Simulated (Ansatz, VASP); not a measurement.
This is a calculation of ZrB2 for VASP 6.6.1.

POSCAR

```
ZrB2
1.0
    3.2321726471      0.0000000000      0.0000000000
   -1.6160863235      2.7991436218      0.0000000000
    0.0000000000      0.0000000000      3.6022921016
Zr B
1 2
Direct
    0.0000000000      0.0000000000      0.0000000000
    0.6666666667      0.3333333333      0.5000000000
    0.3333333333      0.6666666667      0.5000000000
```

File INCAR.step1:

```
  PREC = Accurate
  ENCUT = 520
  ISMEAR = -1
  SIGMA = 0.05
  LREAL = False
  LASPH = True
  NELM = 100
  NBANDS = 16
  GGA = PE
  ALGO = Normal
  EDIFF = 1E-4
  LWAVE = True
  LCHARG = False
```

File INCAR.step2:

```
  PREC = Accurate
  ENCUT = 520
  EDIFF = 1E-6
  ISMEAR = -1
  SIGMA = 0.05
  LREAL = False
  LASPH = True
  NELM = 100
  ALGO = Normal
  ISIF = 2
  LWAVE = False
  LCHARG = False
  METAGGA = R2SCAN
  LMIXTAU = True
  LUSE_VDW = True
  IVDW_NL = 2
  BPARAM = 11.95
  CPARAM = 0.0093
  NBANDS = 16
  ISTART = 1
```

The input KPOINTS:

```
regular mesh
0
Gamma
  10 10 8
```

Potentials or basis: VASP PAW PBE potentials, release 64 (Zr_sv, B).

Launch:

```bash
$ cat potpaw_PBE.64/Zr_sv/POTCAR potpaw_PBE.64/B/POTCAR > POTCAR
$ cp INCAR.step1 INCAR
$ mpirun -np 1 vasp_std > vasp.out
$ cp INCAR.step2 INCAR
$ mpirun -np 1 vasp_std > vasp.out
```

**Question.** Translate it to Ansatz 0.2.0. Potentials there: Ansatz PAW.

**Answer.** As run (the cutoff follows the program's own potentials):

Contents of input.yaml:

```yaml
crystal:
  lattice:
    - [3.2321726471, 0.0, 0.0]
    - [-1.6160863235, 2.7991436218, 0.0]
    - [0.0, 0.0, 3.6022921016]
  atoms:
    - { symbol: Zr, position: [0.0, 0.0, 0.0] }
    - { symbol: B, position: [0.6666666667, 0.3333333333, 0.5] }
    - { symbol: B, position: [0.3333333333, 0.6666666667, 0.5] }
hamiltonian:
  xc: r2scan
  pseudopotentials: { kind: paw }
  dispersion: rvv10
kpoints:
  mp_grid: { grid: [10, 10, 8] }
scf:
  occupations: { method: fermi_dirac, width: 0.05 }
output:
  forces: true
  stress: true
  eigenvalues: true
```

Potentials or basis: Ansatz PAW.

Launch:

```console
$ ansatz run input.yaml --threads 2 --pin off --max-ram 5120MiB --backend cpu --events-out ev --progress --plain --runs-dir out
```

Both were run:

|  | VASP | Ansatz | Ansatz less VASP |
| --- | --- | --- | --- |
| gap on the k mesh at the Fermi level (eV) | none | none | - |
| pressure (GPa) | -12.7 | -12.9 | -0.20 |
| traceless stress, the component that is largest in VASP (GPa) | 2.25 | 2.24 | -0.005 |

VASP's potentials were made for PBE, not for r2SCAN. A gap of «none» marks a metal or a gap that the smearing closes.
